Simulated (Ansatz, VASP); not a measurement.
## Ca2SeI2 in VASP and in Ansatz

```
CELL_PARAMETERS angstrom
5.47926 0.00000 0.00000
-2.73963 4.74518 0.00000
0.00000 0.00000 9.30166
ATOMIC_POSITIONS crystal
Ca 0.33333 0.66667 0.00000
Ca 0.66667 0.33333 0.00000
Se 0.00000 0.00000 0.00000
I 0.00000 0.00000 0.67256
I 0.00000 0.00000 0.32744
```

Alike in both runs: functional PBE; k mesh 12 × 12 × 4; occupations gaussian, width 0.1 eV; no spin polarisation.

Ansatz relaxed the structure, and its values are those at the end. VASP's run is a single point on that final structure, the one shown.

|  | VASP | Ansatz |
| --- | --- | --- |
| version | VASP 6.6.1 | Ansatz 0.2.0 |
| potentials or method | VASP PAW PBE potentials, release 64 (Ca_sv, Se, I), cutoff 520 eV | scalar-relativistic, plane waves, PAW |
| valence electrons in the cell | 40 | 70 |

|  | VASP | Ansatz | Ansatz less VASP |
| --- | --- | --- | --- |
| gap on the k mesh at the Fermi level (eV) | none | none | - |
| pressure (GPa) | 0.0 | 0.0 | -0.02 |

A gap of «none» marks a metal or a gap that the smearing closes. VASP's potentials hold 40 valence electrons a cell and Ansatz's 70, so a difference there can come from the potentials and not from the codes.

Spin-orbit coupling is off throughout.
